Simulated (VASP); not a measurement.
# HgTe (Fm-3m) in VASP: a series of runs, part 2 of 2

VASP 6.6.1.

### Step 5. Single point, PBE

Input file INCAR:

```
SYSTEM = HgTe
  PREC = Accurate
  ENCUT = 520
  EDIFF = 1E-7
  ISMEAR = 0
  SIGMA = 0.02
  LREAL = .False.
  LASPH = .True.
  NELM = 60
  ALGO = Normal
  ISIF = 2
  LWAVE = .False.
  LCHARG = .False.
  GGA = PE
  NBANDS = 16
```

Input file KPOINTS:

```
Automatic mesh
0
Gamma
  7 7 7
  0 0 0
```

Input file POSCAR:

```
HgTe
1.0
    0.0000000000      3.1800000000      3.1800000000
    3.1800000000      0.0000000000      3.1800000000
    3.1800000000      3.1800000000      0.0000000000
Hg Te
1 1
Direct
    0.0000000000      0.0000000000      0.0000000000
    0.5000000000      0.5000000000      0.5000000000
```

Potentials or basis: VASP PAW PBE potentials, release 64 (Hg, Te).

On the command line:

```sh
> cat potpaw_PBE.64/Hg/POTCAR potpaw_PBE.64/Te/POTCAR > POTCAR
> mpirun -np 1 vasp_std > vasp.out
```

OUTCAR:

```text
SYSTEM = HgTe
   PREC = Accurate
   ENCUT = 520
   EDIFF = 1E-7
   ISMEAR = 0
   LREAL = .False.
   LASPH = .True.
   NELM = 60
   ISIF = 2
   GGA = PE

 ion  position               nearest neighbor table
   1  0.000  0.000  0.000-   2 3.18   2 3.18   2 3.18   2 3.18   2 3.18   2 3.18
   2  0.500  0.500  0.500-   1 3.18   1 3.18   1 3.18   1 3.18   1 3.18   1 3.18

  LATTYP: Found a face centered cubic cell.
 ALAT       =     6.3600000000

  Lattice vectors:

 A1 = (   0.0000000000,   3.1800000000,   3.1800000000)
 A2 = (   3.1800000000,   0.0000000000,   3.1800000000)
 A3 = (   3.1800000000,   3.1800000000,   0.0000000000)

Analysis of symmetry for initial positions (statically):
=====================================================================
 Subroutine PRICEL returns:
 Original cell was already a primitive cell.

 Routine SETGRP: Setting up the symmetry group for a
 face centered cubic supercell.

 Subroutine GETGRP returns: Found 48 space group operations
 (whereof 48 operations were pure point group operations)
 out of a pool of 48 trial point group operations.

The static configuration has the point symmetry O_h .

Analysis of symmetry for dynamics (positions and initial velocities):
=====================================================================
 Subroutine PRICEL returns:
 Original cell was already a primitive cell.

 Routine SETGRP: Setting up the symmetry group for a
 face centered cubic supercell.

 Subroutine GETGRP returns: Found 48 space group operations
 (whereof 48 operations were pure point group operations)
 out of a pool of 48 trial point group operations.

The dynamic configuration has the point symmetry O_h .

 Subroutine INISYM returns: Found 48 space group operations
 (whereof 48 operations are pure point group operations),
 and found     1 'primitive' translations

----------------------------------------------------------------------------------------

                                     Primitive cell

  volume of cell :      64.3149

  direct lattice vectors                    reciprocal lattice vectors
     0.000000000  3.180000000  3.180000000    -0.157232704  0.157232704  0.157232704
     3.180000000  0.000000000  3.180000000     0.157232704 -0.157232704  0.157232704
     3.180000000  3.180000000  0.000000000     0.157232704  0.157232704 -0.157232704

  length of vectors
     4.497199128  4.497199128  4.497199128     0.272335033  0.272335033  0.272335033

  position of ions in fractional coordinates (direct lattice)
     0.000000000  0.000000000  0.000000000
     0.500000000  0.500000000  0.500000000

  ion indices of the primitive-cell ions
   primitive index   ion index
                 1           1
                 2           2

----------------------------------------------------------------------------------------

 KPOINTS: Automatic mesh

Automatic generation of k-mesh.
 Grid dimensions read from file:
 generate k-points for:    7    7    7

 Generating k-lattice:

  Cartesian coordinates                     Fractional coordinates (reciprocal lattice)
    -0.022461815  0.022461815  0.022461815     0.142857143  0.000000000  0.000000000
     0.022461815 -0.022461815  0.022461815     0.000000000  0.142857143  0.000000000
     0.022461815  0.022461815 -0.022461815     0.000000000  0.000000000  0.142857143

  Length of vectors
     0.038905005  0.038905005  0.038905005

  Shift w.r.t. Gamma in fractional coordinates (k-lattice)
     0.000000000  0.000000000  0.000000000

 Subroutine IBZKPT returns following result:
 ===========================================

 Found     20 irreducible k-points:

 Following reciprocal coordinates:
            Coordinates               Weight
  0.000000  0.000000  0.000000      1.000000
  0.142857  0.000000  0.000000      8.000000
  0.285714  0.000000  0.000000      8.000000
  0.428571  0.000000  0.000000      8.000000
  0.142857  0.142857  0.000000      6.000000
  0.285714  0.142857  0.000000     24.000000
[... 12 lines left out ...]
 -0.428571  0.428571  0.142857     24.000000
 -0.285714  0.428571  0.142857     24.000000
   k-points           NKPTS =     20   k-points in BZ     NKDIM =     20   number of bands    NBANDS=     16
   number of dos      NEDOS =    301   number of ions     NIONS =      2
   total plane-waves  NPLWV =  46656
   dimension x,y,z NGX =    36 NGY =   36 NGZ =   36
   dimension x,y,z NGXF=    72 NGYF=   72 NGZF=   72
   ions per type =               1   1
   NGX,Y,Z   is equivalent  to a cutoff of  13.31, 13.31, 13.31 a.u.
   NGXF,Y,Z  is equivalent  to a cutoff of  26.62, 26.62, 26.62 a.u.
 SYSTEM =  HgTe
   PREC   = accura    normal or accurate (medium, high low for compatibility)
   ISTART =      0    job   : 0-new  1-cont  2-samecut
   ICHARG =      2    charge: 1-file 2-atom 10-const
   ISPIN  =      1    spin polarized calculation?
   LNONCOLLINEAR =      F non collinear calculations
   LSORBIT =      F    spin-orbit coupling
   LASPH  =      T    aspherical Exc in radial PAW
   ENCUT  =  520.0 eV  38.22 Ry    6.18 a.u.   8.36  8.36  8.36*2*pi/ulx,y,z
   NELM   =     60;   NELMIN=  2; NELMDL= -5     # of ELM steps
   EDIFF  = 0.1E-06   stopping-criterion for ELM
   LREAL  =      F    real-space projection
   EDIFFG = 0.1E-05   stopping-criterion for IOM
   NSW    =      0    number of steps for IOM
   IBRION =     -1    ionic relax: 0-MD 1-quasi-New 2-CG
   NFREE  =      0    steps in history (QN), initial steepest desc. (CG)
   ISIF   =      2    stress and relaxation
   ISYM   =      2    0-nonsym 1-usesym 2-fastsym
   POTIM  = 0.5000    time-step for ionic-motion
   TEBEG  =    0.0;   TEEND  =   0.0 temperature during run
   PSTRESS=    0.0 pullay stress
   NELECT =      18.0000    total number of electrons
   NUPDOWN=      -1.0000    fix difference up-down
   EMIN   =  10.00;   EMAX   =-10.00  energy-range for DOS
   EFERMI =   0.00;   METHOD = LEGACY
   ISMEAR =     0;   SIGMA  =   0.02  broadening in eV -4-tet -1-fermi 0-gaus
   EFERMI_NEDOS =   21; number of points for ismear=-14 and -15
   IALGO  =     38    algorithm
   IMIX   =      4    mixing-type and parameters
     AMIX     =   0.40;   BMIX     =  1.00
     AMIX_MAG =   1.60;   BMIX_MAG =  1.00
  volume/ion in A,a.u.               =      32.16       217.01
  Fermi-wavevector in a.u.,A,eV,Ry     =   1.070850  2.023613 15.602062  1.146719
  Thomas-Fermi vector in A             =   2.206572
   LORBIT       =      0    0 simple, 1 ext, 2 COOP (PROOUT), +10 PAW based schemes
   GGA     = PE    functional components
   LHFCALC =     F    Hartree Fock is set to
   AEXX    =    0.0000 exact exchange contribution
   IVDW    =     0    specifies the selected vdW correction
   LEPSILON=     F    determine dielectric tensor
   LRPA    =     F    only Hartree local field effects (RPA)
 non-spin polarized calculation
 Gauss-broadening in eV      SIGMA  =   0.02
  energy-cutoff  :      520.00
  volume of cell :       64.31
 maximum number of plane-waves:      1759
 NGX is ok and might be reduce to    36
   NGX = 17   NGY = 17   NGZ = 17

 number of electron      17.9999998 magnetization

 Free energy of the ion-electron system (eV)
  ---------------------------------------------------
  ext. energy  EPLUGINS =         0.00000000
  ---------------------------------------------------
  free energy    TOTEN  =        -3.27918686 eV

  energy without entropy =       -3.27887241  energy(sigma->0) =       -3.27902964

 E-fermi :   3.1010     XC(G=0):  -9.2807

 val. band max:        3.0914596527   @ k =  -0.1429   0.1429   0.0000
 cond. band min:       3.1996772919   @ k =   0.4286   0.0000   0.0000
 fundamental gap:      0.1082176393
 Fermi energy:         3.1009983782

 k-point     1 :       0.0000    0.0000    0.0000
  band No.  band energies     occupation
      1      -8.1722      2.00000
      2      -3.1990      2.00000
      3      -3.1990      2.00000
      4      -3.1491      2.00000
      5      -3.1491      2.00000
      6      -3.1491      2.00000
[... 8 lines left out ...]
     15      10.6498      0.00000
     16      10.6498      0.00000
[... 343 lines left out ...]
 k-point    20 :      -0.2857    0.4286    0.1429
  band No.  band energies     occupation
      1      -7.2931      2.00000
      2      -3.3358      2.00000
      3      -3.1833      2.00000
      4      -3.1198      2.00000
      5      -2.9919      2.00000
      6      -2.7817      2.00000
[... 8 lines left out ...]
     15      13.1182      0.00000
     16      15.2424      0.00000

------------------------ aborting loop because EDIFF is reached ----------------------------------------

  FORCE on cell =-STRESS in cart. coord.  units (eV):
  Direction    XX          YY          ZZ          XY          YZ          ZX
  --------------------------------------------------------------------------------------
  -------------------------------------------------------------------------------------
  Total       -1.4831688     -1.4831688     -1.4831688     -0.0000000      0.0000000      0.0000000
  in kB      -36.9479050    -36.9479050    -36.9479050     -0.0000000      0.0000000      0.0000000
  external PRESSURE =     -36.9479050 kB  Pullay stress =       0.0000000 kB

 VOLUME and BASIS-vectors are now :
 -----------------------------------------------------------------------------
  energy-cutoff  :      520.00
  volume of cell :       64.31
      direct lattice vectors                 reciprocal lattice vectors
     0.000000000  3.180000000  3.180000000    -0.157232704  0.157232704  0.157232704
     3.180000000  0.000000000  3.180000000     0.157232704 -0.157232704  0.157232704
     3.180000000  3.180000000  0.000000000     0.157232704  0.157232704 -0.157232704

 POSITION                                       TOTAL-FORCE (eV/Angst)
 -----------------------------------------------------------------------------------
      0.00000      0.00000      0.00000        -0.000000     -0.000000     -0.000000
      3.18000      3.18000      3.18000         0.000000      0.000000      0.000000
 -----------------------------------------------------------------------------------
    total drift:                               -0.000000      0.000000      0.000000

  FREE ENERGIE OF THE ION-ELECTRON SYSTEM (eV)
  ---------------------------------------------------
  free  energy   TOTEN  =        -3.2791868637 eV

  energy  without entropy=       -3.2788724120  energy(sigma->0) =       -3.27902964
```

OSZICAR:

```text
N       E                     dE             d eps       ncg     rms          rms(c)
DAV:   1     0.101444229117E+03    0.10144E+03   -0.79847E+03   640   0.980E+02
DAV:   2    -0.425511045162E-01   -0.10149E+03   -0.94050E+02   736   0.220E+02
DAV:   3    -0.343467054231E+01   -0.33921E+01   -0.33836E+01   800   0.425E+01
DAV:   4    -0.346066746883E+01   -0.25997E-01   -0.25996E-01   912   0.337E+00
DAV:   5    -0.346085591799E+01   -0.18845E-03   -0.18845E-03   824   0.217E-01    0.518E+00
DAV:   6    -0.328335022632E+01    0.17751E+00   -0.37154E-01   752   0.700E+00    0.428E+00
DAV:   7    -0.327951985608E+01    0.38304E-02   -0.51203E-02   736   0.152E+00    0.181E+00
DAV:   8    -0.327913122285E+01    0.38863E-03   -0.43356E-03   760   0.697E-01    0.340E-01
DAV:   9    -0.327915748659E+01   -0.26264E-04   -0.45882E-04   800   0.187E-01    0.413E-02
DAV:  10    -0.327917957638E+01   -0.22090E-04   -0.45505E-05   816   0.554E-02    0.290E-02
DAV:  11    -0.327918692429E+01   -0.73479E-05   -0.10218E-05   736   0.214E-02    0.110E-02
DAV:  12    -0.327918686374E+01    0.60557E-07   -0.94363E-07   736   0.689E-03
   1 F= -.32791869E+01 E0= -.32790296E+01  d E =-.314452E-03
```

It took 8.3 s on 1 thread of Intel Xeon 6975P-C (Granite Rapids), shared host; peak memory 0.21 GiB.

Results:

| Property | Result |
| --- | --- |
| Free energy | -3.2792 eV |
| Pressure | -3.7 GPa |
| Band gap on the k mesh | zero (band 9 reaches 3.25 eV, above the bottom of band 10 at 1.34 eV) |

Levels at points of the mesh, in eV from the Fermi level:
```
           k point  band 7  band 8  band 9  band 10  band 11  band 12
(0.00, 0.00, 0.00)   -1.40   -0.56   -0.56    -0.56     7.45     7.45
```

Caveat: spin-orbit coupling is left out, which moves the levels of the heavy elements.

### Step 6. The runs side by side

```tsv
level	potentials or basis	spin	k mesh	smearing	gap on the mesh (eV)	pressure (GPa)	moment (μB)
PBE	VASP PAW PBE potentials, release 64 (Hg, Te)	non-collinear, zero start, SOC	5 × 5 × 5	fermi-dirac 0.05 eV	-	-3.5	0.00
LDA	VASP PAW LDA potentials, release 64 (Hg, Te)	non-collinear, zero start, SOC	5 × 5 × 5	fermi-dirac 0.05 eV	-	-7.5	0.00
PBE	VASP PAW PBE potentials, release 64 (Hg, Te)	off	7 × 7 × 7	gaussian 0.05 eV	none	-3.7	-
PBE	VASP PAW PBE potentials, release 64 (Hg, Te)	off	7 × 7 × 7	gaussian 0.02 eV	none	-3.7	-
```

Alike in all rows: task single point; cell as given; cutoff (eV) 520.

Caveats: spin-orbit coupling is left out, which moves the levels of the heavy elements (some runs).

Total energies depend on the potentials used, so only differences within one code and one set of settings carry meaning.
